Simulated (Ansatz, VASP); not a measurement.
# TaN in VASP and in Ansatz

File INCAR:

```
PREC = Accurate
ENCUT = 520
EDIFF = 1E-6
ISMEAR = -1
SIGMA = 0.1
LREAL = F
LASPH = T
NELM = 100
ALGO = Normal
ISIF = 2
LWAVE = F
LCHARG = F
NBANDS = 33
```

Contents of KPOINTS:

```
regular mesh
0
Gamma
  2 2 3
```

Contents of POSCAR:

```
TaN
1.0
    5.1910000000      0.0000000000      0.0000000000
   -2.5955000000      4.4955378700      0.0000000000
    0.0000000000      0.0000000000      2.9080000000
Ta N
3 3
Direct
    0.0000000000      0.0000000000      0.0000000000
    0.3333333333      0.6666666667      0.5000000000
    0.6666666667      0.3333333333      0.5000000000
    0.5000000000      0.0000000000      0.0000000000
    0.5000000000      0.5000000000      0.0000000000
    0.0000000000      0.5000000000      0.0000000000
```

Input for Ansatz:

```yaml
crystal:
  lattice:
    - [5.191, 0.0, 0.0]
    - [-2.5955, 4.49553787, 0.0]
    - [0.0, 0.0, 2.908]
  atoms:
    - { symbol: Ta, position: [0.0, 0.0, 0.0] }
    - { symbol: Ta, position: [0.3333333333333333, 0.6666666666666666, 0.5] }
    - { symbol: Ta, position: [0.6666666666666666, 0.3333333333333333, 0.5] }
    - { symbol: "N", position: [0.5, 0.0, 0.0] }
    - { symbol: "N", position: [0.5, 0.5, 0.0] }
    - { symbol: "N", position: [0.0, 0.5, 0.0] }
basis:
  ecutwfc: 450.0
kpoints:
  mp_grid:
    grid: [2, 2, 3]
hamiltonian:
  xc: lda
scf:
  occupations:
    method: fermi_dirac
    width: 0.1
output:
  forces: true
  stress: true
```

Alike in both runs: task single point; functional LDA; k mesh 2 × 2 × 3; occupations fermi-dirac, width 0.1 eV; no spin polarisation.

|  | VASP | Ansatz |
| --- | --- | --- |
| version | VASP 6.6.1 | Ansatz 0.2.0 |
| potentials or method | VASP PAW LDA potentials, release 64 (Ta_pv, N), cutoff 520 eV | plane waves, PAW |
| valence electrons in the cell | 48 | 54 |

```csv
,VASP,Ansatz,Ansatz less VASP
pressure (GPa),-3.7,-5.5,-1.72
"traceless stress, the component that is largest in VASP (GPa)",-1.76,-2.08,-0.325
```

LDA's correlation is that of Perdew and Zunger in VASP and of Perdew and Wang (1992) in Ansatz. VASP's potentials hold 48 valence electrons a cell and Ansatz's 54, so a difference there can come from the potentials and not from the codes.

The k mesh is coarse, so the values compare programs but aren't converged. Spin-orbit coupling is off throughout.
